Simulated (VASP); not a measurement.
Write the native input for VASP 6.6.1 that does the following.

```
Task                   : single point
Functional             : PBE
Potentials or basis    : VASP PAW PBE potentials, release 64 (Si, B, N)
Cutoff                 : 520 eV
k mesh                 : 4 × 4 × 6
Occupations            : gaussian, width 0.1 eV
Spin                   : collinear spin, ferromagnetic start
Starting moments       : [0.0, 0.0, 0.0, 1.0] μB
Dipole correction      : no
Further INCAR settings : ALGO = Normal; EDIFF = 1e-06; NBANDS = 20
```

The structure of Si2BN lies in POSCAR:

```
Si2BN
1.0
    4.0590800000      0.0000000000      0.0000000000
    0.0000000000      4.0590800000      0.0000000000
    0.0000000000      0.0000000000      3.4637500800
Si B N
2 1 1
Direct
    0.5000000000      0.5000000000      0.5000000000
    0.0000000000      0.0000000000      0.0000000000
    0.0000000000      0.0000000000      0.5000000000
    0.5000000000      0.5000000000      0.0000000000
```

The input as run:

INCAR

```
SYSTEM = Si2BN
PREC = Accurate
ENCUT = 520
EDIFF = 1E-6
ISMEAR = 0
SIGMA = 0.1
LREAL = .FALSE.
LASPH = .TRUE.
NELM = 150
ALGO = Normal
ISIF = 2
LWAVE = .FALSE.
LCHARG = .FALSE.
ISPIN = 2
MAGMOM = 0 0 0 1
LORBIT = 11
GGA = PE
NBANDS = 20
```

KPOINTS

```
regular mesh
0
G
  4 4 6
  0 0 0
```

Potentials or basis: VASP PAW PBE potentials, release 64 (Si, B, N).

Launch:

```sh
$ cat potpaw_PBE.64/Si/POTCAR potpaw_PBE.64/B/POTCAR potpaw_PBE.64/N/POTCAR > POTCAR
$ mpirun -np 1 vasp_std > vasp.out
```

Results of the run:

* Pressure: -0.7 GPa
* Band gap on the k mesh: zero (filled and empty bands overlap)
* Net moment: 0.00 μB per cell
* Valence electrons inside the program's atomic spheres: Si 1.44, 1.73; B 2.05; N 3.74

Caveat: the k points lie up to 0.39 Å⁻¹ apart.

It used 38 s of CPU time on 1 thread of Intel Xeon 6975P-C, on a shared host.
